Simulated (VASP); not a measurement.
ZrFeS3:

```
CELL_PARAMETERS angstrom
4.63368 0.00000 0.00000
0.00000 4.63368 0.00000
0.00000 0.00000 4.63368
ATOMIC_POSITIONS crystal
Zr 0.00000 0.00000 0.00000
Fe 0.50000 0.50000 0.50000
S 0.00000 0.50000 0.50000
S 0.50000 0.00000 0.50000
S 0.50000 0.50000 0.00000
```

The cell was built from a structure type or drawn by symmetry, and may not be a known phase.

| Item | Value |
| --- | --- |
| Program | VASP 6.6.1 |
| Task | relaxation of cell and atoms |
| Functional | PBE |
| Potentials or basis | VASP PAW PBE potentials, release 64 (Zr_sv, Fe, S) |
| Cutoff | 600 eV |
| k mesh | 4 × 4 × 4 |
| Occupations | gaussian, width 0.1 eV |
| Spin | collinear spin, ferromagnetic start |
| Starting moments | [0.0, 4.0, 0.0, 0.0, 0.0] μB |

At the start: pressure -11.0 GPa; volume 19.90 Å³/atom.

Question: Where does the relaxation end?

Answer: Over 3 steps the energy falls by 109.4 meV/atom and the volume is 17.13 Å³/atom (-13.9 %); space group Pm-3m (No. 221, to 0.1 Å) before and after; moment 1.39 μB per cell.

The path:
```tsv
step	energy change (eV)	largest force (eV/Å)	pressure (GPa)	volume (Å³)
1	0.0000	0.0000	-10.95	99.49
2	-0.4618	0.0000	6.44	81.16
3	-0.5469	0.0000	-0.03	85.66
```

Final structure:
```yaml
crystal:
  lattice:
    - [4.40818, 0.00000, 0.00000]
    - [0.00000, 4.40818, 0.00000]
    - [0.00000, 0.00000, 4.40818]
  atoms:
    - { symbol: Zr, position: [0.00000, 0.00000, 0.00000] }
    - { symbol: Fe, position: [0.50000, 0.50000, 0.50000] }
    - { symbol: S, position: [0.00000, 0.50000, 0.50000] }
    - { symbol: S, position: [0.50000, 0.00000, 0.50000] }
    - { symbol: S, position: [0.50000, 0.50000, 0.00000] }
```

Caveat: a cell with one magnetic atom can't hold antiferromagnetic order, which such compounds often take.
